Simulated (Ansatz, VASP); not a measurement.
## Two plane-wave programs on Li2ZnGeSe4

Contents of INCAR:

```
PREC = Accurate ; ENCUT = 520
EDIFF = 1E-6 ; ISMEAR = 0
SIGMA = 0.01 ; LREAL = False
LASPH = True ; NELM = 80
ALGO = Normal ; ISIF = 2
LWAVE = False ; LCHARG = False
GGA = PE ; NBANDS = 38
```

File KPOINTS:

```
Automatic mesh
0
Gamma
  6 6 6
```

The input POSCAR:

```
Li2ZnGeSe4
1.0
   -2.8706101206      2.8706101206      6.0940452089
    2.8706101206     -2.8706101206      6.0940452089
    2.8706101206      2.8706101206     -6.0940452089
Li Zn Ge Se
2 1 1 4
Direct
    0.7500000000      0.2500000000      0.5000000000
    0.2500000000      0.7500000000      0.5000000000
    0.0000000000      0.0000000000      0.0000000000
    0.5000000000      0.5000000000      0.0000000000
    0.8624044664      0.8624044664      0.4837735353
    0.1375955336      0.6213690688      0.0000000000
    0.6213690688      0.1375955336      0.0000000000
    0.3786309312      0.3786309312      0.5162264647
```

Input for Ansatz:

```yaml
crystal:
  lattice:
    - [-2.8706101206, 2.8706101206, 6.0940452089]
    - [2.8706101206, -2.8706101206, 6.0940452089]
    - [2.8706101206, 2.8706101206, -6.0940452089]
  atoms:
    - { symbol: Li, position: [0.75, 0.25, 0.5] }
    - { symbol: Li, position: [0.25, 0.75, 0.5] }
    - { symbol: Zn, position: [0.0, 0.0, 0.0] }
    - { symbol: Ge, position: [0.5, 0.5, 0.0] }
    - { symbol: Se, position: [0.8624044664, 0.8624044664, 0.4837735353] }
    - { symbol: Se, position: [0.1375955336, 0.6213690688, 0.0] }
    - { symbol: Se, position: [0.6213690688, 0.1375955336, 0.0] }
    - { symbol: Se, position: [0.3786309312, 0.3786309312, 0.5162264647] }
kpoints:
  mp_grid: { grid: [6, 6, 6] }
hamiltonian:
  xc: pbe
scf:
  occupations: { method: fixed }
  n_extra_bands: 6
output:
  forces: true
  stress: true
  eigenvalues: true
```

Alike in both runs: task single point; functional PBE; k mesh 6 × 6 × 6; no spin polarisation.

|  | VASP | Ansatz |
| --- | --- | --- |
| version | VASP 6.6.1 | Ansatz 0.2.0 |
| potentials or method | VASP PAW PBE potentials, release 64 (Li_sv, Zn, Ge_d, Se) | plane waves, PAW |
| plane-wave cutoff (eV) | 520 | 420 |
| occupations | gaussian, width 0.01 eV | fixed |
| valence electrons in the cell | 56 | 96 |

VASP gave:

```
gap on the k mesh at the Fermi level (eV) : 0.97
rms of the force components (eV/Å)        : 0.105
```

Q: Which values does Ansatz return?

A: gap on the k mesh at the Fermi level (eV): 0.97; rms of the force components (eV/Å): 0.109.

Atom by atom the forces differ by 0.004 eV/Å (rms over components). VASP's potentials hold 56 valence electrons a cell and Ansatz's 96, so a difference there can come from the potentials and not from the codes.

Noted on VASP's run: the cutoff is under 1.25 times that of the potentials, so the pressure is a little rough.
